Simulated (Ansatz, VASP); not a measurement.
**CdS in VASP and in Ansatz**

```
CELL_PARAMETERS angstrom
0.00000 2.81585 2.81585
2.81585 0.00000 2.81585
2.81585 2.81585 0.00000
ATOMIC_POSITIONS crystal
Cd 0.00000 0.00000 0.00000
S 0.25000 0.25000 0.25000
```

Alike in both runs: task single point; functional PBE; dispersion D3(BJ); k mesh 6 × 6 × 6; no spin polarisation.

|  | VASP | Ansatz |
| --- | --- | --- |
| version | VASP 6.6.1 | Ansatz 0.2.0 |
| potentials or method | VASP PAW PBE potentials, release 64 (Cd, S), cutoff 520 eV | plane waves, PAW |
| occupations | methfessel-paxton of order 1, width 0.1 eV | cold |
| valence electrons in the cell | 18 | 26 |

```csv
,VASP,Ansatz,Ansatz less VASP
pressure (GPa),9.5,8.9,-0.57
```

VASP's potentials hold 18 valence electrons a cell and Ansatz's 26, so a difference there can come from the potentials and not from the codes.
